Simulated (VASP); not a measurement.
A run of VASP 6.6.1 is set up as follows.

Contents of INCAR:

```
  PREC = Accurate
  ENCUT = 520
  EDIFF = 1E-6
  ISMEAR = 0
  SIGMA = 0.15
  LREAL = False
  LASPH = True
  NELM = 80
  ALGO = Normal
  ISIF = 2
  LWAVE = False
  LCHARG = False
  GGA = PS
  NBANDS = 16
```

KPOINTS

```
regular mesh
0
Gamma
  18 18 18
```

The input POSCAR:

```
GaSb
1.0
   -2.7534340000      2.7534340000      1.5907070000
    2.7534340000     -2.7534340000      1.5907070000
    2.7534340000      2.7534340000     -1.5907070000
Ga Sb
1 1
Direct
    0.2500000000      0.7500000000      0.5000000000
    0.0000000000      0.0000000000      0.0000000000
```

Potentials or basis: VASP PAW PBE potentials, release 64 (Ga_d, Sb).

Command:

```bash
$ cat potpaw_PBE.64/Ga_d/POTCAR potpaw_PBE.64/Sb/POTCAR > POTCAR
$ mpirun -np 1 vasp_std > vasp.out
```

(1) Estimate the band gap on the k mesh.

(2) What does it give for the pressure?

Results:

(1) zero (band 9 reaches 8.20 eV, above the bottom of band 10 at 3.40 eV).

(2) -2.9 GPa.

Caveat: the PAW data sets were made with another functional, which shifts forces and pressure a little; spin-orbit coupling is left out, which moves the levels of the heavy elements.
